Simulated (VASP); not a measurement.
# TiTe (Fm-3m) in VASP: relaxation of cell and atoms with PBEsol

Aim: the relaxation of cell and atoms of TiTe with PBEsol.

Program: VASP 6.6.1. These are calculated values, not measurements. Logs are shortened: lines on timing, memory, paths and dates and some standing lists are left out, and cuts for length are marked.

## Step 1: The cell of the first run

It takes space group Fm-3m (No. 225, cubic). Conventional cell: a = 5.470 Å, b = 5.470 Å, c = 5.470 Å, α = 90.00°, β = 90.00°, γ = 90.00°. Within 3.6 Å of Ti (site symmetry m-3m) lie 6 Te at 2.74 Å. Te (site symmetry m-3m) has 6 Ti at 2.74 Å within 3.6 Å.

## Step 2: Relaxation of cell and atoms, PBEsol

INCAR

```
SYSTEM = TiTe
ALGO = Normal ; EDIFF = 1E-7
EDIFFG = -0.005 ; ENCUT = 600
GGA = PS ; IBRION = 2
ISIF = 3 ; ISMEAR = 0
LASPH = .True. ; LCHARG = .False.
LREAL = .False. ; LWAVE = .False.
NELM = 80 ; NSW = 100
PREC = Accurate ; SIGMA = 0.1
```

KPOINTS

```
k-points
0
Gamma
  12 12 4
  0 0 0
```

POSCAR

```
TiTe
1.0
    3.8681620000      0.0000000000      0.0000000000
   -1.9340810000      3.3499260000      0.0000000000
    0.0000000000      0.0000000000      9.4750220000
Ti Te
3 3
Direct
    0.0000000000      0.0000000000      0.0000000000
    0.3333333300      0.6666666700      0.3333333300
    0.6666666700      0.3333333300      0.6666666700
    0.6666666700      0.3333333300      0.1666666700
    0.0000000000      0.0000000000      0.5000000000
    0.3333333300      0.6666666700      0.8333333300
```

Potentials or basis: VASP PAW PBE potentials, release 64 (Ti_sv, Te).

On the command line:

```bash
cat potpaw_PBE.64/Ti_sv/POTCAR potpaw_PBE.64/Te/POTCAR > POTCAR
mpirun -np 1 vasp_std > vasp.out
```

OUTCAR:

```text
SYSTEM = TiTe
   EDIFF = 1E-7
   EDIFFG = -0.005
   ENCUT = 600
   GGA = PS
   IBRION = 2
   ISIF = 3
   ISMEAR = 0
   LASPH = .True.
   LREAL = .False.
   NELM = 80
   NSW = 100
   PREC = Accurate

 ion  position               nearest neighbor table
   1  0.000  0.000  0.000-   6 2.74   4 2.74   6 2.74   4 2.74   4 2.74   6 2.74
   2  0.333  0.667  0.333-   4 2.74   5 2.74   4 2.74   5 2.74   4 2.74   5 2.74
   3  0.667  0.333  0.667-   6 2.74   5 2.74   6 2.74   5 2.74   6 2.74   5 2.74
   4  0.667  0.333  0.167-   2 2.74   1 2.74   2 2.74   1 2.74   2 2.74   1 2.74
   5  0.000  0.000  0.500-   2 2.74   3 2.74   3 2.74   2 2.74   3 2.74   2 2.74
   6  0.333  0.667  0.833-   3 2.74   1 2.74   3 2.74   1 2.74   3 2.74   1 2.74

  LATTYP: Found a hexagonal cell.
 ALAT       =     3.8681620000
 C/A-ratio  =     2.4494894474

  Lattice vectors:

 A1 = (   3.8681620000,   0.0000000000,   0.0000000000)
 A2 = (  -1.9340810000,   3.3499260000,   0.0000000000)
 A3 = (   0.0000000000,   0.0000000000,   9.4750220000)

Analysis of symmetry for initial positions (statically):
=====================================================================
 Subroutine PRICEL returns following result:

  LATTYP: Found a face centered cubic cell.
 ALAT       =     5.4704065915

  Lattice vectors:

 A1 = (   1.9340809807,  -1.1166419888,   3.1583406351)
 A2 = (  -0.0000000193,   2.2332840112,   3.1583406351)
 A3 = (  -1.9340809613,  -1.1166420223,   3.1583407298)

   3 primitive cells build up your supercell.

 Routine SETGRP: Setting up the symmetry group for a
 hexagonal supercell.

 Subroutine GETGRP returns: Found 12 space group operations
 (whereof 12 operations were pure point group operations)
 out of a pool of 24 trial point group operations.

The static configuration has the point symmetry D_3d.

Analysis of symmetry for dynamics (positions and initial velocities):
=====================================================================
 Subroutine PRICEL returns following result:

  LATTYP: Found a face centered cubic cell.
 ALAT       =     5.4704065915

  Lattice vectors:

 A1 = (   1.9340809807,  -1.1166419888,   3.1583406351)
 A2 = (  -0.0000000193,   2.2332840112,   3.1583406351)
 A3 = (  -1.9340809613,  -1.1166420223,   3.1583407298)

   3 primitive cells build up your supercell.

 Routine SETGRP: Setting up the symmetry group for a
 hexagonal supercell.

 Subroutine GETGRP returns: Found 12 space group operations
 (whereof 12 operations were pure point group operations)
 out of a pool of 24 trial point group operations.

The dynamic configuration has the point symmetry D_3d.

 Subroutine INISYM returns: Found 12 space group operations
 (whereof 12 operations are pure point group operations),
 and found     3 'primitive' translations

----------------------------------------------------------------------------------------

                                     Primitive cell

  volume of cell :      40.9260

  direct lattice vectors                    reciprocal lattice vectors
     1.934080981 -1.116641989  3.158340635     0.258520721 -0.149257024  0.105540652
    -0.000000019  2.233284011  3.158340635     0.000000000  0.298514057  0.105540652
    -1.934080961 -1.116642022  3.158340730    -0.258520713 -0.149257028  0.105540652

  length of vectors
     3.868161597  3.868161455  3.868161674     0.316621938  0.316621969  0.316621934

  position of ions in fractional coordinates (direct lattice)
     0.000000000  0.000000000  0.000000000
     0.500000030  0.500000000  0.500000000

  ion indices of the primitive-cell ions
   primitive index   ion index
                 1           1
                 2           4

----------------------------------------------------------------------------------------

 KPOINTS: k-points

Automatic generation of k-mesh.
 Grid dimensions read from file:
 generate k-points for:   12   12    4

 Generating k-lattice:

  Cartesian coordinates                     Fractional coordinates (reciprocal lattice)
     0.021543393  0.012438086  0.000000000     0.083333333  0.000000000  0.000000000
     0.000000000  0.024876171  0.000000000     0.000000000  0.083333333  0.000000000
     0.000000000  0.000000000  0.026385163     0.000000000  0.000000000  0.250000000

  Length of vectors
     0.024876168  0.024876171  0.026385163

  Shift w.r.t. Gamma in fractional coordinates (k-lattice)
     0.000000000  0.000000000  0.000000000

 Subroutine IBZKPT returns following result:
 ===========================================

 Found     69 irreducible k-points:

 Following reciprocal coordinates:
            Coordinates               Weight
  0.000000  0.000000  0.000000      1.000000
  0.083333  0.000000  0.000000      6.000000
  0.166667  0.000000  0.000000      6.000000
  0.250000  0.000000  0.000000      6.000000
  0.333333  0.000000  0.000000      6.000000
  0.416667  0.000000  0.000000      6.000000
[... 16 lines left out ...]
  0.166667  0.000000  0.250000      6.000000
  0.000000  0.166667  0.250000      6.000000
 [... further k-points ...]
   k-points           NKPTS =     69   k-points in BZ     NKDIM =     69   number of bands    NBANDS=     32
   number of dos      NEDOS =    301   number of ions     NIONS =      6
   total plane-waves  NPLWV =  81920
   dimension x,y,z NGX =    32 NGY =   32 NGZ =   80
   dimension x,y,z NGXF=    64 NGYF=   64 NGZF=  160
   ions per type =               3   3
   NGX,Y,Z   is equivalent  to a cutoff of  13.75, 13.75, 14.04 a.u.
   NGXF,Y,Z  is equivalent  to a cutoff of  27.51, 27.51, 28.07 a.u.
 SYSTEM =  TiTe
   PREC   = accura    normal or accurate (medium, high low for compatibility)
   ISTART =      0    job   : 0-new  1-cont  2-samecut
   ICHARG =      2    charge: 1-file 2-atom 10-const
   ISPIN  =      1    spin polarized calculation?
   LNONCOLLINEAR =      F non collinear calculations
   LSORBIT =      F    spin-orbit coupling
   LASPH  =      T    aspherical Exc in radial PAW
   ENCUT  =  600.0 eV  44.10 Ry    6.64 a.u.   7.73  7.73 18.92*2*pi/ulx,y,z
   NELM   =     80;   NELMIN=  2; NELMDL= -5     # of ELM steps
   EDIFF  = 0.1E-06   stopping-criterion for ELM
   LREAL  =      F    real-space projection
   EDIFFG = -.5E-02   stopping-criterion for IOM
   NSW    =    100    number of steps for IOM
   IBRION =      2    ionic relax: 0-MD 1-quasi-New 2-CG
   NFREE  =      1    steps in history (QN), initial steepest desc. (CG)
   ISIF   =      3    stress and relaxation
   ISYM   =      2    0-nonsym 1-usesym 2-fastsym
   POTIM  = 0.5000    time-step for ionic-motion
   TEBEG  =    0.0;   TEEND  =   0.0 temperature during run
   PSTRESS=    0.0 pullay stress
   NELECT =      54.0000    total number of electrons
   NUPDOWN=      -1.0000    fix difference up-down
   EMIN   =  10.00;   EMAX   =-10.00  energy-range for DOS
   EFERMI =   0.00;   METHOD = LEGACY
   ISMEAR =     0;   SIGMA  =   0.10  broadening in eV -4-tet -1-fermi 0-gaus
   EFERMI_NEDOS =   21; number of points for ismear=-14 and -15
   IALGO  =     38    algorithm
   IMIX   =      4    mixing-type and parameters
     AMIX     =   0.40;   BMIX     =  1.00
     AMIX_MAG =   1.60;   BMIX_MAG =  1.00
  volume/ion in A,a.u.               =      20.46       138.09
  Fermi-wavevector in a.u.,A,eV,Ry     =   1.244991  2.352691 21.089050  1.550001
  Thomas-Fermi vector in A             =   2.379233
   LORBIT       =      0    0 simple, 1 ext, 2 COOP (PROOUT), +10 PAW based schemes
   GGA     = PS    functional components
   LHFCALC =     F    Hartree Fock is set to
   AEXX    =    0.0000 exact exchange contribution
   IVDW    =     0    specifies the selected vdW correction
   LEPSILON=     F    determine dielectric tensor
   LRPA    =     F    only Hartree local field effects (RPA)
 conjugate gradient relaxation of ions
 non-spin polarized calculation
 Gauss-broadening in eV      SIGMA  =   0.10
  energy-cutoff  :      600.00
  volume of cell :      122.78
 maximum number of plane-waves:      4142
 NGX is ok and might be reduce to    32
   NGX = 15   NGY = 15   NGZ = 37

--------------------------------------- Ionic step        1  -------------------------------------------

 number of electron      54.0000000 magnetization

 Free energy of the ion-electron system (eV)
  ---------------------------------------------------
  ext. energy  EPLUGINS =         0.00000000
  ---------------------------------------------------
  free energy    TOTEN  =       -37.77972495 eV

  energy without entropy =      -37.73600825  energy(sigma->0) =      -37.75786660

 E-fermi :  10.3670     XC(G=0): -11.1723

 val. band max:       10.3606337485   @ k =   0.2500   0.0000   0.0000
 cond. band min:      10.3671669049   @ k =   0.1667   0.1667   0.0000
 fundamental gap:      0.0065331564
 Fermi energy:        10.3670201368

 k-point     1 :       0.0000    0.0000    0.0000
  band No.  band energies     occupation
      1     -46.9589      2.00000
      2     -46.9562      2.00000
      3     -46.9562      2.00000
      4     -23.4116      2.00000
      5     -23.4116      2.00000
      6     -23.3713      2.00000
[... 829 lines left out ...]
     31      10.7290      0.00000
     32      10.9338      0.00000

 [... further k-points ...]

------------------------ aborting loop because EDIFF is reached ----------------------------------------

  FORCE on cell =-STRESS in cart. coord.  units (eV):
  Direction    XX          YY          ZZ          XY          YZ          ZX
  --------------------------------------------------------------------------------------
  -------------------------------------------------------------------------------------
  Total        3.9876243      3.9876230      3.8812154      0.0000000      0.0000000      0.0000000
  in kB       52.0360978     52.0360804     50.6475258      0.0000000      0.0000000      0.0000000
  external PRESSURE =      51.5732347 kB  Pullay stress =       0.0000000 kB
[... 101 lines left out ...]
  FREE ENERGIE OF THE ION-ELECTRON SYSTEM (eV)
  ---------------------------------------------------
  free  energy   TOTEN  =       -37.8807108144 eV

  energy  without entropy=      -37.8336429547  energy(sigma->0) =      -37.85717688

[... ionic steps 4 to 7 ...]

--------------------------------------- Ionic step        8  -------------------------------------------

 number of electron      54.0000001 magnetization

------------------------ aborting loop because EDIFF is reached ----------------------------------------

  FORCE on cell =-STRESS in cart. coord.  units (eV):
  Direction    XX          YY          ZZ          XY          YZ          ZX
  --------------------------------------------------------------------------------------
  -------------------------------------------------------------------------------------
  Total        0.0506061      0.0506061      0.0488468      0.0000000      0.0000000     -0.0000000
  in kB        0.6272767      0.6272765      0.6054692      0.0000000      0.0000000     -0.0000000
  external PRESSURE =       0.6200075 kB  Pullay stress =       0.0000000 kB
[... 65 lines left out ...]
  energy  without entropy=      -37.8339438341  energy(sigma->0) =      -37.85737554

--------------------------------------- Ionic step       10  -------------------------------------------

 number of electron      54.0000001 magnetization

 Free energy of the ion-electron system (eV)
  ---------------------------------------------------
  ext. energy  EPLUGINS =         0.00000000
  ---------------------------------------------------
  free energy    TOTEN  =       -37.88082772 eV

  energy without entropy =      -37.83401818  energy(sigma->0) =      -37.85742295

 E-fermi :   9.6879     XC(G=0): -10.9267

 val. band max:        9.6871010770   @ k =   0.1667   0.1667   0.0000
 cond. band min:       9.6965545954   @ k =   0.2500   0.0000   0.0000
 fundamental gap:      0.0094535184
 Fermi energy:         9.6879477775

 k-point     1 :       0.0000    0.0000    0.0000
  band No.  band energies     occupation
      1     -47.7162      2.00000
      2     -47.7141      2.00000
      3     -47.7141      2.00000
      4     -24.1471      2.00000
      5     -24.1471      2.00000
      6     -24.1167      2.00000
[... 829 lines left out ...]
     31      10.0227      0.00000
     32      10.2171      0.00000

 [... further k-points ...]

------------------------ aborting loop because EDIFF is reached ----------------------------------------

  FORCE on cell =-STRESS in cart. coord.  units (eV):
  Direction    XX          YY          ZZ          XY          YZ          ZX
  --------------------------------------------------------------------------------------
  -------------------------------------------------------------------------------------
  Total       -0.0007667     -0.0007667     -0.0010017     -0.0000000     -0.0000000      0.0000000
  in kB       -0.0094971     -0.0094970     -0.0124075     -0.0000000     -0.0000000      0.0000000
  external PRESSURE =      -0.0104672 kB  Pullay stress =       0.0000000 kB
[... 21 lines left out ...]
  FREE ENERGIE OF THE ION-ELECTRON SYSTEM (eV)
  ---------------------------------------------------
  free  energy   TOTEN  =       -37.8808277162 eV

  energy  without entropy=      -37.8340181778  energy(sigma->0) =      -37.85742295

 reached required accuracy - stopping structural energy minimisation
```

It took 86 min on 1 thread of Intel Xeon 8259CL, shared host; peak memory 0.5 GiB.

Results:

| Quantity | Value |
| --- | --- |
| Free energy | -37.8808 eV |
| Relaxed volume | 21.56 Å³/atom |
| Relaxed cell | a = 3.942 Å, b = 3.942 Å, c = 9.612 Å, α = 90.00°, β = 90.00°, γ = 120.00° |
| Space group after relaxing (to 0.1 Å) | Fm-3m (No. 225) |
| Energy gained by relaxing | 16.9 meV/atom |
| Ionic steps | 10 |
| Pressure after relaxing | 0.0 GPa |
| Band gap on the k mesh | zero (bands 27 and 28 overlap by 0.92 eV) |

The path:
| step | energy change (eV) | largest force (eV/Å) | pressure (GPa) | volume (Å³) |
| --- | --- | --- | --- | --- |
| 1 | 0.0000 | 0.0000 | 5.16 | 122.78 |
| 2 | -0.0411 | 0.0000 | -3.36 | 134.86 |
| 3 | -0.1010 | 0.0000 | -0.02 | 129.38 |
| 4 | -0.1010 | 0.0000 | 0.07 | 129.24 |
| 5 | -0.1010 | 0.0000 | 0.07 | 129.25 |
| 6 | -0.1011 | 0.0000 | 0.06 | 129.25 |
| 7 | -0.1011 | 0.0000 | 0.06 | 129.26 |
| 8 | -0.1011 | 0.0000 | 0.06 | 129.26 |
| 9 | -0.1011 | 0.0000 | -0.07 | 129.45 |
| 10 | -0.1011 | 0.0000 | 0.00 | 129.35 |

Final structure:
```
CELL_PARAMETERS angstrom
3.94182 0.00000 0.00000
-1.97091 3.41371 0.00000
0.00000 0.00000 9.61247
ATOMIC_POSITIONS crystal
Ti 0.00000 0.00000 0.00000
Ti 0.33333 0.66667 0.33333
Ti 0.66667 0.33333 0.66667
Te 0.66667 0.33333 0.16667
Te 0.00000 0.00000 0.50000
Te 0.33333 0.66667 0.83333
```

Caveat: the highest band is partly filled, so the run has too few bands; the PAW data sets were made with another functional, which shifts forces and pressure a little; spin-orbit coupling is left out, which moves the levels of the heavy elements.
